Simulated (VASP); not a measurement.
Here is a VASP 6.6.1 calculation.

File INCAR:

```
PREC = Accurate
ENCUT = 520
EDIFF = 1E-6
ISMEAR = -1
SIGMA = 0.05
LREAL = Auto
LASPH = True
NELM = 100
ALGO = Normal
ISIF = 2
LWAVE = False
LCHARG = False
GGA = PE
NBANDS = 256
```

Contents of KPOINTS:

```
regular mesh
0
Gamma
  1 1 1
```

Contents of POSCAR:

```
Mg7Zn9O16
1.0
    8.5120840000      0.0000000000      0.0000000000
    0.0000000000      8.5120840000      0.0000000000
    0.0000000000      0.0000000000      8.5120840000
O Mg Zn
32 14 18
Direct
    0.2265250000      0.0259290000      0.0076120000
    0.2511230000      0.0286560000      0.5024270000
    0.2299010000      0.5133570000      0.0105430000
    0.2319140000      0.5179790000      0.5017570000
    0.7606990000      0.0227940000      0.0178170000
    0.7335940000      0.0164610000      0.5124860000
    0.7230950000      0.4967130000      0.0177700000
    0.7357470000      0.5231810000      0.5004770000
    0.9883340000      0.2648550000      0.0110620000
    0.9863550000      0.2654970000      0.4889250000
    0.9830500000      0.7528150000      0.0156750000
    0.9909510000      0.7872870000      0.5145860000
    0.4714590000      0.2532060000      0.9967410000
    0.4860660000      0.2781930000      0.5062530000
    0.4869800000      0.7631970000      0.0030630000
    0.4908490000      0.7591550000      0.5234000000
    0.0224210000      0.0072770000      0.2640130000
    0.9954210000      0.0143110000      0.7466800000
    0.9891200000      0.5094620000      0.2485940000
    0.9696620000      0.4847340000      0.7609620000
    0.4719070000      0.0006820000      0.2470110000
    0.4838080000      0.0111860000      0.7499430000
    0.4846520000      0.5086550000      0.2487540000
    0.4803850000      0.5213050000      0.7389450000
    0.2446870000      0.2651500000      0.2550150000
    0.2213130000      0.2658460000      0.7454510000
    0.2462780000      0.7543500000      0.2551850000
    0.2329530000      0.7535360000      0.7764920000
    0.7292330000      0.2621280000      0.2593640000
    0.7488450000      0.2630830000      0.7213400000
    0.7533800000      0.7814230000      0.2644810000
    0.7549900000      0.7676620000      0.7628030000
    0.9785780000      0.0123080000      0.9985760000
    0.9937890000      0.0184470000      0.5032750000
    0.9776410000      0.4937740000      0.0244360000
    0.9855050000      0.5124150000      0.4955690000
    0.4842800000      0.5339120000      0.5145470000
    0.2444610000      0.2705500000      0.5061630000
    0.2214100000      0.7601330000      0.0205730000
    0.7340060000      0.2781380000      0.4910050000
    0.2519070000      0.0242580000      0.2596570000
    0.2278360000      0.5223930000      0.7654990000
    0.7426560000      0.0085870000      0.2513020000
    0.7240880000      0.0195300000      0.7388040000
    0.9943580000      0.7655280000      0.2558650000
    0.4856130000      0.7472980000      0.7720250000
    0.4670720000      0.0028770000      0.0045300000
    0.4997720000      0.0172890000      0.5229150000
    0.4645800000      0.5062530000      0.0304020000
    0.2283250000      0.2748170000      0.0108110000
    0.2441840000      0.7713900000      0.5066620000
    0.7328290000      0.2646990000      0.9868750000
    0.7251520000      0.7592980000      0.9934550000
    0.7446530000      0.7741230000      0.5126580000
    0.2293600000      0.0263190000      0.7563680000
    0.2174010000      0.5131090000      0.2425740000
    0.7352670000      0.5310800000      0.2550440000
    0.7217560000      0.5117300000      0.7457220000
    0.9722640000      0.2442820000      0.2562580000
    0.9906340000      0.2540770000      0.7536150000
    0.9981860000      0.7475160000      0.7623670000
    0.4768610000      0.2676930000      0.2707050000
    0.4940960000      0.2659850000      0.7535650000
    0.4869870000      0.7668760000      0.2481590000
```

Potentials or basis: VASP PAW PBE potentials, release 64 (O, Mg, Zn).

Launch:

```console
$ cat potpaw_PBE.64/O/POTCAR potpaw_PBE.64/Mg/POTCAR potpaw_PBE.64/Zn/POTCAR > POTCAR
$ mpirun -np 1 vasp_gam > vasp.out
```

Estimate the largest force.

2.427 eV/Å.

Estimate the pressure.

9.5 GPa.

Estimate the band gap on the k mesh.

1.58 eV.

Stress tensor (GPa, compression positive):
```
 9.00 -0.11 -0.23
-0.11  8.62  0.33
-0.23  0.33 10.91
```

Caveat: the k points lie up to 0.74 Å⁻¹ apart; forces of over 1 eV/Å act on the atoms, so gaps and moduli don't describe the material at rest. A k mesh can miss the band edges.
